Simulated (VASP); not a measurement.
A run of VASP 6.6.1:

The input INCAR:

```
PREC = Accurate ; ENCUT = 520
EDIFF = 1E-6 ; ISMEAR = -1
SIGMA = 0.1 ; LREAL = F
LASPH = T ; NELM = 60
ALGO = Normal ; ISIF = 2
LWAVE = F ; LCHARG = T
LELF = T ; LVHAR = T
NBANDS = 8
```

File KPOINTS:

```
regular mesh
0
Gamma
  13 13 12
```

The input POSCAR:

```
Si
1.0
    2.5602538135      0.0000000000      0.0000000000
   -1.2801269067      2.2172486973      0.0000000000
    0.0000000000      0.0000000000      2.4042272653
Si
1
Direct
    0.0000000000      0.0000000000      0.0000000000
```

Potentials or basis: VASP PAW LDA potentials, release 64 (Si).

Launch:

```sh
$ cat potpaw_LDA.64/Si/POTCAR > POTCAR
$ mpirun -np 1 vasp_std > vasp.out
```

Hardware: 1 thread of Intel Xeon 6975P-C, with other jobs on the host.

Problem. How long does it take, and how much memory?

Solution. Run time: 5.9 s on 1 thread of Intel Xeon 6975P-C, with other jobs on the host, peak memory 0.12 GiB. Counts: scf iterations 10, k points 147.
